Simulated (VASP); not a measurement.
Input of a VASP 6.6.1 run:

File INCAR:

```
PREC = Accurate
ENCUT = 520
EDIFF = 1E-8
ISMEAR = -1
SIGMA = 0.02
LREAL = F
LASPH = T
NELM = 80
ALGO = Normal
ISIF = 2
LWAVE = F
LCHARG = F
GGA = PE
LEFG = T
NBANDS = 16
```

Contents of KPOINTS:

```
regular mesh
0
Gamma
  12 12 12
```

The input POSCAR:

```
InAs
1.0
    0.0000000000      3.0290000000      3.0290000000
    3.0290000000      0.0000000000      3.0290000000
    3.0290000000      3.0290000000      0.0000000000
In As
1 1
Direct
    0.0000000000      0.0000000000      0.0000000000
    0.2500000000      0.2500000000      0.2500000000
```

Potentials or basis: VASP PAW PBE potentials, release 64 (In_d, As).

Run with:

```bash
$ cat potpaw_PBE.64/In_d/POTCAR potpaw_PBE.64/As/POTCAR > POTCAR
$ mpirun -np 1 vasp_std > vasp.out
```

(1) Estimate the pressure.

(2) Estimate the band gap on the k mesh.

Answers

(1) 3.6 GPa.

(2) zero (filled and empty bands touch).

Caveat: the cell stands under pressure; semilocal functionals underestimate gaps, so a narrow gap can read as zero; spin-orbit coupling is left out, which moves the levels of the heavy elements.
